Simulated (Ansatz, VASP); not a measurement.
## One calculation of MgO, two programs

```
Mg O
1.0
     3.39260    0.00000    0.00000
    -1.69630    2.93808    0.00000
     0.00000    0.00000    5.39470
Mg O
2 2
Direct
  0.33333 0.66667 0.00632
  0.66667 0.33333 0.50632
  0.33333 0.66667 0.39828
  0.66667 0.33333 0.89828
```

Alike in both runs: task single point; functional PBE; k mesh 9 × 9 × 6; occupations gaussian, width 0.05 eV; no spin polarisation.

```csv
,VASP,Ansatz
version,VASP 6.6.1,Ansatz 0.2.0
potentials or method,"VASP PAW PBE potentials, release 64 (Mg, O), cutoff 520 eV","scalar-relativistic, plane waves, PAW"
valence electrons in the cell,16,32
```

VASP gave:

```
gap on the k mesh at the Fermi level (eV)                     : 2.93
least direct gap on the mesh (eV)                             : 2.93
pressure (GPa)                                                : -9.4
traceless stress, the component that is largest in VASP (GPa) : -1.77
rms of the force components (eV/Å)                            : 0.109
```

Q: What did Ansatz give for the same quantities?

A: gap on the k mesh at the Fermi level (eV): 2.95; least direct gap on the mesh (eV): 2.95; pressure (GPa): -9.0; traceless stress, the component that is largest in VASP (GPa): -1.78; rms of the force components (eV/Å): 0.107.

Atom by atom the forces differ by 0.002 eV/Å (rms over components). With one functional, cell and mesh, what is left measures potentials, basis and numerics. VASP's potentials hold 16 valence electrons a cell and Ansatz's 32, so a difference there can come from the potentials and not from the codes.
